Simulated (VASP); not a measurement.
# F (Im-3m) in VASP: a series of runs

The runs below take F through density of states, with PBEsol.

Everything below comes from runs of VASP 6.6.1. Logs are shortened: lines on timing, memory, paths and dates and some standing lists are left out, and cuts for length are marked.

## Step 1: The cell of the first run

It takes space group Im-3m (No. 229, cubic). Conventional cell: a = 2.325 Å, b = 2.325 Å, c = 2.325 Å, α = 90.00°, β = 90.00°, γ = 90.00°. Within 2.7 Å of F (site symmetry m-3m) lie 14 F at 2.01 to 2.32 Å.

## Step 2: Density of states, PBEsol (volume scaled by 0.68)

Contents of POSCAR:

```
F
1.0
   -1.1624931819      1.1624931819      1.1624931819
    1.1624931819     -1.1624931819      1.1624931819
    1.1624931819      1.1624931819     -1.1624931819
F
1
Direct
    0.0000000000      0.0000000000      0.0000000000
```

Contents of INCAR.step1:

```
SYSTEM = F
ALGO = Normal ; EDIFF = 1E-6
ENCUT = 520 ; GGA = PS
ISIF = 2 ; ISMEAR = -1
LASPH = .True. ; LCHARG = .True.
LREAL = .False. ; LWAVE = .False.
NBANDS = 10 ; NELM = 80
PREC = Accurate ; SIGMA = 0.1
```

Contents of KPOINTS.step1:

```
k-points
0
Gamma
  20 20 20
  0 0 0
```

Contents of INCAR.step2:

```
SYSTEM = F
ALGO = Normal ; EDIFF = 1E-6
ENCUT = 520 ; GGA = PS
ICHARG = 11 ; ISIF = 2
ISMEAR = -5 ; LASPH = .True.
LCHARG = .False. ; LORBIT = 11
LREAL = .False. ; LWAVE = .False.
NEDOS = 2001 ; NELM = 80
PREC = Accurate ; SIGMA = 0.1
```

Contents of KPOINTS.step2:

```
k-points
0
Gamma
  30 30 30
  0 0 0
```

Potentials or basis: VASP PAW PBE potentials, release 64 (F).

Launch:

```console
$ cat potpaw_PBE.64/F/POTCAR > POTCAR
$ cp INCAR.step1 INCAR
$ cp KPOINTS.step1 KPOINTS
$ mpirun -np 1 vasp_std > vasp.out
$ cp INCAR.step2 INCAR
$ cp KPOINTS.step2 KPOINTS
$ mpirun -np 1 vasp_std > vasp.out
```

OUTCAR:

```text
SYSTEM = F
   EDIFF = 1E-6
   ENCUT = 520
   GGA = PS
   ICHARG = 11
   ISIF = 2
   ISMEAR = -5
   LASPH = .True.
   LORBIT = 11
   LREAL = .False.
   NELM = 80
   PREC = Accurate

 ion  position               nearest neighbor table
   1  0.000  0.000  0.000-

  LATTYP: Found a body centered cubic cell.
 ALAT       =     2.3249863638

  Lattice vectors:

 A1 = (  -1.1624931819,   1.1624931819,   1.1624931819)
 A2 = (   1.1624931819,  -1.1624931819,   1.1624931819)
 A3 = (   1.1624931819,   1.1624931819,  -1.1624931819)

Analysis of symmetry for initial positions (statically):
=====================================================================
 Subroutine PRICEL returns:
 Original cell was already a primitive cell.

 Routine SETGRP: Setting up the symmetry group for a
 body centered cubic supercell.

 Subroutine GETGRP returns: Found 48 space group operations
 (whereof 48 operations were pure point group operations)
 out of a pool of 48 trial point group operations.

The static configuration has the point symmetry O_h .

Analysis of symmetry for dynamics (positions and initial velocities):
=====================================================================
 Subroutine PRICEL returns:
 Original cell was already a primitive cell.

 Routine SETGRP: Setting up the symmetry group for a
 body centered cubic supercell.

 Subroutine GETGRP returns: Found 48 space group operations
 (whereof 48 operations were pure point group operations)
 out of a pool of 48 trial point group operations.

The dynamic configuration has the point symmetry O_h .

 Subroutine INISYM returns: Found 48 space group operations
 (whereof 48 operations are pure point group operations),
 and found     1 'primitive' translations

----------------------------------------------------------------------------------------

                                     Primitive cell

  volume of cell :       6.2839

  direct lattice vectors                    reciprocal lattice vectors
    -1.162493182  1.162493182  1.162493182     0.000000000  0.430110049  0.430110049
     1.162493182 -1.162493182  1.162493182     0.430110049  0.000000000  0.430110049
     1.162493182  1.162493182 -1.162493182     0.430110049  0.430110049  0.000000000

  length of vectors
     2.013497255  2.013497255  2.013497255     0.608267465  0.608267465  0.608267465

  position of ions in fractional coordinates (direct lattice)
     0.000000000  0.000000000  0.000000000

  ion indices of the primitive-cell ions
   primitive index   ion index
                 1           1

----------------------------------------------------------------------------------------

 KPOINTS: k-points

Automatic generation of k-mesh.
 Grid dimensions read from file:
 generate k-points for:   30   30   30

 Generating k-lattice:

  Cartesian coordinates                     Fractional coordinates (reciprocal lattice)
     0.000000000  0.014337002  0.014337002     0.033333333  0.000000000  0.000000000
     0.014337002  0.000000000  0.014337002     0.000000000  0.033333333  0.000000000
     0.014337002  0.014337002  0.000000000     0.000000000  0.000000000  0.033333333

  Length of vectors
     0.020275582  0.020275582  0.020275582

  Shift w.r.t. Gamma in fractional coordinates (k-lattice)
     0.000000000  0.000000000  0.000000000

 TETIRR: Found  32549 inequivalent tetrahedra from   162000

 Subroutine IBZKPT returns following result:
 ===========================================

 Found    752 irreducible k-points:

 Following reciprocal coordinates:
            Coordinates               Weight
  0.000000  0.000000  0.000000      1.000000
  0.033333  0.000000  0.000000     12.000000
  0.066667  0.000000  0.000000     12.000000
  0.100000  0.000000  0.000000     12.000000
  0.133333  0.000000  0.000000     12.000000
  0.166667  0.000000  0.000000     12.000000
[... 16 lines left out ...]
  0.233333  0.033333  0.000000     48.000000
  0.266667  0.033333  0.000000     48.000000
 [... further k-points ...]
   k-points           NKPTS =    752   k-points in BZ     NKDIM =    752   number of bands    NBANDS=      7
   number of dos      NEDOS =   2001   number of ions     NIONS =      1
   total plane-waves  NPLWV =   4096
   dimension x,y,z NGX =    16 NGY =   16 NGZ =   16
   dimension x,y,z NGXF=    32 NGYF=   32 NGZF=   32
   ions per type =               1
   NGX,Y,Z   is equivalent  to a cutoff of  13.21, 13.21, 13.21 a.u.
   NGXF,Y,Z  is equivalent  to a cutoff of  26.42, 26.42, 26.42 a.u.
 SYSTEM =  F
   PREC   = accura    normal or accurate (medium, high low for compatibility)
   ISTART =      0    job   : 0-new  1-cont  2-samecut
   ICHARG =     11    charge: 1-file 2-atom 10-const
   ISPIN  =      1    spin polarized calculation?
   LNONCOLLINEAR =      F non collinear calculations
   LSORBIT =      F    spin-orbit coupling
   LASPH  =      T    aspherical Exc in radial PAW
   ENCUT  =  520.0 eV  38.22 Ry    6.18 a.u.   3.74  3.74  3.74*2*pi/ulx,y,z
   NELM   =     80;   NELMIN=  2; NELMDL=  0     # of ELM steps
   EDIFF  = 0.1E-05   stopping-criterion for ELM
   LREAL  =      F    real-space projection
   EDIFFG = 0.1E-04   stopping-criterion for IOM
   NSW    =      0    number of steps for IOM
   IBRION =     -1    ionic relax: 0-MD 1-quasi-New 2-CG
   NFREE  =      0    steps in history (QN), initial steepest desc. (CG)
   ISIF   =      2    stress and relaxation
   ISYM   =      2    0-nonsym 1-usesym 2-fastsym
   POTIM  = 0.5000    time-step for ionic-motion
   TEBEG  =    0.0;   TEEND  =   0.0 temperature during run
   PSTRESS=    0.0 pullay stress
   NELECT =       7.0000    total number of electrons
   NUPDOWN=      -1.0000    fix difference up-down
   EMIN   =  10.00;   EMAX   =-10.00  energy-range for DOS
   EFERMI =   0.00;   METHOD = LEGACY
   ISMEAR =    -5;   SIGMA  =   0.10  broadening in eV -4-tet -1-fermi 0-gaus
   EFERMI_NEDOS =   21; number of points for ismear=-14 and -15
   IALGO  =     38    algorithm
   IMIX   =      4    mixing-type and parameters
     AMIX     =   0.40;   BMIX     =  1.00
     AMIX_MAG =   1.60;   BMIX_MAG =  1.00
  volume/ion in A,a.u.               =       6.28        42.41
  Fermi-wavevector in a.u.,A,eV,Ry     =   1.697060  3.206978 39.184933  2.880011
  Thomas-Fermi vector in A             =   2.777809
   LORBIT       =     11    0 simple, 1 ext, 2 COOP (PROOUT), +10 PAW based schemes
   GGA     = PS    functional components
   LHFCALC =     F    Hartree Fock is set to
   AEXX    =    0.0000 exact exchange contribution
   IVDW    =     0    specifies the selected vdW correction
   LEPSILON=     F    determine dielectric tensor
   LRPA    =     F    only Hartree local field effects (RPA)
 non-spin polarized calculation
 Fermi weights with tetrahedron method with Bloechl corrections
  energy-cutoff  :      520.00
  volume of cell :        6.28
 maximum number of plane-waves:       178

 number of electron       6.9999997 magnetization

 Free energy of the ion-electron system (eV)
  ---------------------------------------------------
  ext. energy  EPLUGINS =         0.00000000
  ---------------------------------------------------
  free energy    TOTEN  =        -0.51513988 eV

  energy without entropy =       -0.51513988  energy(sigma->0) =       -0.51513988

 E-fermi :   2.2076     XC(G=0): -13.5077

 val. band max:        2.2156004404   @ k =   0.1333   0.1000   0.0667
 cond. band min:       2.2092201506   @ k =   0.3333   0.2000   0.0000
 fundamental gap:     -0.0063802897
 Fermi energy:         2.2076025605

 k-point     1 :       0.0000    0.0000    0.0000
  band No.  band energies     occupation
      1     -23.8759      2.00000
      2       3.1568      0.00000
      3       3.1568      0.00000
      4       3.1568      0.00000
      5      21.5388      0.00000
      6      44.9551      0.00000
      7      44.9551      0.00000

 k-point     2 :       0.0333    0.0000    0.0000
  band No.  band energies     occupation
      1     -23.8390      2.00000
      2       3.0576      0.00000
      3       3.1313      0.00000
      4       3.1532      0.00000
      5      21.6194      0.00000
      6      44.5243      0.00000
      7      44.5869      0.00000

 k-point     3 :       0.0667    0.0000    0.0000
  band No.  band energies     occupation
      1     -23.7290      2.00000
      2       2.7669     -0.02499
      3       3.0562      0.00000
      4       3.1425      0.00000
      5      21.8540      0.00000
      6      43.1086      0.00000
      7      43.5772      0.00000

 k-point     4 :       0.1000    0.0000    0.0000
  band No.  band energies     occupation
      1     -23.5474      2.00000
      2       2.3030      0.70021
      3       2.9362      0.00000
      4       3.1252      0.00000
      5      22.2221      0.00000
      6      41.1571      0.00000
      7      42.4002      0.00000

 k-point     5 :       0.1333    0.0000    0.0000
  band No.  band energies     occupation
      1     -23.2972      2.00000
      2       1.6919      2.05825
      3       2.7781      0.00000
      4       3.1020      0.00000
      5      22.6925      0.00000
      6      39.1573      0.00000
      7      41.1942      0.00000

 k-point     6 :       0.1667    0.0000    0.0000
  band No.  band energies     occupation
      1     -22.9830      2.00000
      2       0.9638      2.00000
      3       2.5904      0.00000
      4       3.0730      0.00000
      5      23.2240      0.00000
      6      37.2816      0.00000
      7      40.0339      0.00000

 k-point     7 :       0.2000    0.0000    0.0000
  band No.  band energies     occupation
      1     -22.6111      2.00000
      2       0.1489      2.00000
      3       2.3826     -0.09126
      4       3.0397      0.00000
      5      23.7764      0.00000
      6      35.5953      0.00000
      7      38.9527      0.00000
[... 121 lines left out ...]
 k-point    20 :       0.1333    0.0333    0.0000
  band No.  band energies     occupation
      1     -23.1218      2.00000
      2       1.2899      2.00124
      3       2.6883      0.00000
      4       3.0565      0.00000
      5      23.0007      0.00000
      6      38.1348      0.00000
      7      40.3261      0.00000

 k-point    21 :       0.1667    0.0333   -0.0000
  band No.  band energies     occupation
      1     -22.7786      2.00000
      2       0.5262      2.00000
      3       2.4834     -0.01692
      4       3.0241      0.00000
      5      23.5459      0.00000
      6      36.3664      0.00000
      7      39.2413      0.00000

 k-point    22 :       0.2000    0.0333   -0.0000
  band No.  band energies     occupation
      1     -22.3808      2.00000
      2      -0.3091      2.00000
      3       2.2632      0.44948
      4       2.9881      0.00000
      5      24.0921      0.00000
      6      34.8023      0.00000
      7      38.2440      0.00000

 k-point    23 :       0.2333    0.0333    0.0000
  band No.  band energies     occupation
      1     -21.9380      2.00000
      2      -1.1871      2.00000
      3       2.0382      2.06243
      4       2.9499      0.00000
      5      24.5915      0.00000
      6      33.4809      0.00000
      7      37.3448      0.00000

 k-point    24 :       0.2667    0.0333    0.0000
  band No.  band energies     occupation
      1     -21.4628      2.00000
      2      -2.0783      2.00000
      3       1.8183      2.00000
      4       2.9112      0.00000
      5      24.9917      0.00000
      6      32.4359      0.00000
      7      36.5499      0.00000

 [... further k-points ...]
[... 5 lines left out ...]
  --------------------------------------------------------------------------------------
  -------------------------------------------------------------------------------------
  Total        2.8493023      2.8493023      2.8493023      0.0000000      0.0000000      0.0000000
  in kB      726.4703177    726.4703177    726.4703177      0.0000000      0.0000000      0.0000000
  external PRESSURE =     726.4703177 kB  Pullay stress =       0.0000000 kB

 VOLUME and BASIS-vectors are now :
 -----------------------------------------------------------------------------
  energy-cutoff  :      520.00
  volume of cell :        6.28
      direct lattice vectors                 reciprocal lattice vectors
    -1.162493182  1.162493182  1.162493182     0.000000000  0.430110049  0.430110049
     1.162493182 -1.162493182  1.162493182     0.430110049  0.000000000  0.430110049
     1.162493182  1.162493182 -1.162493182     0.430110049  0.430110049  0.000000000

 POSITION                                       TOTAL-FORCE (eV/Angst)
 -----------------------------------------------------------------------------------
      0.00000      0.00000      0.00000        -0.000000      0.000000      0.000000
 -----------------------------------------------------------------------------------
    total drift:                               -0.000000      0.000000     -0.000000

  FREE ENERGIE OF THE ION-ELECTRON SYSTEM (eV)
  ---------------------------------------------------
  free  energy   TOTEN  =        -0.5151398842 eV

  energy  without entropy=       -0.5151398842  energy(sigma->0) =       -0.51513988

 total charge

# of ion       s       p       d       tot
------------------------------------------
    1        1.789   4.053   0.000   5.842
```

Run time: 61 s. Hardware: 1 thread of Intel Xeon 6975P-C, shared host; peak memory 0.17 GiB.

Results:

- Valence electrons inside the program's atomic spheres: F 5.84

Levels at points of the mesh, in eV from the Fermi level:
| k point | band 2 | band 3 | band 4 | band 5 | band 6 | band 7 |
| --- | --- | --- | --- | --- | --- | --- |
| (0.00, 0.00, 0.00) | 0.95 | 0.95 | 0.95 | 19.33 | 42.75 | 42.75 |
| (0.50, 0.00, 0.00) | -8.04 | -1.14 | 0.59 | 22.66 | 28.93 | 31.97 |
| (0.50, 0.50, 0.50) | -4.05 | -4.05 | -4.05 | 20.59 | 20.59 | 40.81 |

Caveat: the PAW data sets were made with another functional, which shifts forces and pressure a little; an odd number of electrons without spin polarisation forces a metal; a magnetic or distorted state may lie lower; tetrahedron occupations give inexact forces and stress in metals.

## Step 3: Density of states, PBEsol (volume scaled by 0.84)

Contents of POSCAR:

```
F
1.0
   -1.2473276190      1.2473276190      1.2473276190
    1.2473276190     -1.2473276190      1.2473276190
    1.2473276190      1.2473276190     -1.2473276190
F
1
Direct
    0.0000000000      0.0000000000      0.0000000000
```

Contents of INCAR.step1:

```
PREC = Accurate
ENCUT = 520
EDIFF = 1E-6
ISMEAR = -1
SIGMA = 0.1
LREAL = F
LASPH = T
NELM = 60
ALGO = Normal
ISIF = 2
LWAVE = F
LCHARG = T
GGA = PS
NBANDS = 10
```

Contents of KPOINTS.step1:

```
regular mesh
0
Gamma
  20 20 20
```

Contents of INCAR.step2:

```
PREC = Accurate
ENCUT = 520
EDIFF = 1E-6
ISMEAR = -5
SIGMA = 0.1
LREAL = F
LASPH = T
NELM = 60
ALGO = Normal
ISIF = 2
LWAVE = F
LCHARG = F
GGA = PS
LORBIT = 11
NBANDS = 10
NEDOS = 2001
ICHARG = 11
```

Contents of KPOINTS.step2:

```
regular mesh
0
Gamma
  30 30 30
```

Potentials or basis: VASP PAW PBE potentials, release 64 (F).

Launch:

```console
$ cat potpaw_PBE.64/F/POTCAR > POTCAR
$ cp INCAR.step1 INCAR
$ cp KPOINTS.step1 KPOINTS
$ mpirun -np 1 vasp_std > vasp.out
$ cp INCAR.step2 INCAR
$ cp KPOINTS.step2 KPOINTS
$ mpirun -np 1 vasp_std > vasp.out
```

Wall time 91 s (1 thread of Intel Xeon 6975P-C, shared host); peak memory 0.21 GiB.

The run converged. Its results:

```yaml
Valence_electrons_inside_the_program's_atomic_spheres: F 5.79
```

Levels at points of the mesh, in eV from the Fermi level:
```csv
k point,band 1,band 2,band 3,band 4,band 5,band 6,band 7,band 8,band 9
"(0.00, 0.00, 0.00)",-23.71,0.69,0.69,0.69,16.16,39.69,39.69,39.69,43.30
"(0.50, 0.00, 0.00)",-20.63,-5.93,-0.85,0.45,21.19,25.57,30.35,39.88,46.62
"(0.50, 0.50, 0.50)",-18.97,-2.99,-2.99,-2.99,20.45,20.45,36.25,36.25,36.25
```

Caveat: the PAW data sets were made with another functional, which shifts forces and pressure a little; an odd number of electrons without spin polarisation forces a metal; a magnetic or distorted state may lie lower; tetrahedron occupations give inexact forces and stress in metals.
